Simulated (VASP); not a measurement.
A run of VASP 6.6.1:

The input INCAR:

```
SYSTEM = ZnS
ALGO = Normal
EDIFF = 1E-7
ENCUT = 520
GGA = PS
ISIF = 2
ISMEAR = -1
LASPH = .True.
LCHARG = .False.
LREAL = .False.
LWAVE = .False.
NBANDS = 26
NELM = 100
PREC = Accurate
SIGMA = 0.03
```

KPOINTS

```
k-points
0
Gamma
  8 8 5
  0 0 0
```

POSCAR

```
ZnS
1.0
    3.7854208379      0.0000000000      0.0000000000
   -1.8927104190      3.2782706096      0.0000000000
    0.0000000000      0.0000000000      6.1921598132
Zn S
2 2
Direct
    0.3333333333      0.6666666667      0.0000000000
    0.6666666667      0.3333333333      0.5000000000
    0.3333333333      0.6666666667      0.3850000000
    0.6666666667      0.3333333333      0.8850000000
```

Potentials or basis: VASP PAW PBE potentials, release 64 (Zn, S).

Launch:

```console
$ cat potpaw_PBE.64/Zn/POTCAR potpaw_PBE.64/S/POTCAR > POTCAR
$ mpirun -np 1 vasp_std > vasp.out
```

Hardware: 1 thread of Intel(R) Xeon(R) 6975P-C (Granite Rapids) (shared host).

Question: How long does it take, and how much memory?

Answer: Run time: 22 s on 1 thread of Intel(R) Xeon(R) 6975P-C (Granite Rapids) (shared host), peak memory 0.2 GiB. Counts: scf iterations 15, k points 30.
